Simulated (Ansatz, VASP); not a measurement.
Sn in VASP and in Ansatz

```
Sn
1.0
     0.00000    3.23334    3.23334
     3.23334    0.00000    3.23334
     3.23334    3.23334    0.00000
Sn
2
Direct
  0.93250 0.02250 0.02250
  0.31750 0.22750 0.22750
```

Change from the starting cell: shortest bond scaled by 0.82, LAPW.

Alike in both runs: task single point; functional PBEsol; k mesh 8 × 8 × 8; occupations fermi-dirac, width 0.05 eV; no spin polarisation.

|  | VASP | Ansatz |
| --- | --- | --- |
| version | VASP 6.6.1 | Ansatz 0.2.0 |
| potentials or method | VASP PAW PBE potentials, release 64 (Sn_d), cutoff 520 eV | all-electron LAPW, scalar-relativistic |

Ansatz gave:

```
pressure (GPa)                                                : 9.3
traceless stress, the component that is largest in VASP (GPa) : -12.76
rms of the force components (eV/Å)                            : 4.678
```

Question: Estimate VASP's values.

Answer: Pressure (GPa): 9.3; traceless stress, the component that is largest in VASP (GPa): -12.86; rms of the force components (eV/Å): 4.708.

VASP's potentials were made for PBE, not for PBEsol. Atom by atom the forces differ by 0.030 eV/Å (rms over components). Ansatz ran all-electron here, and VASP with PAW potentials.
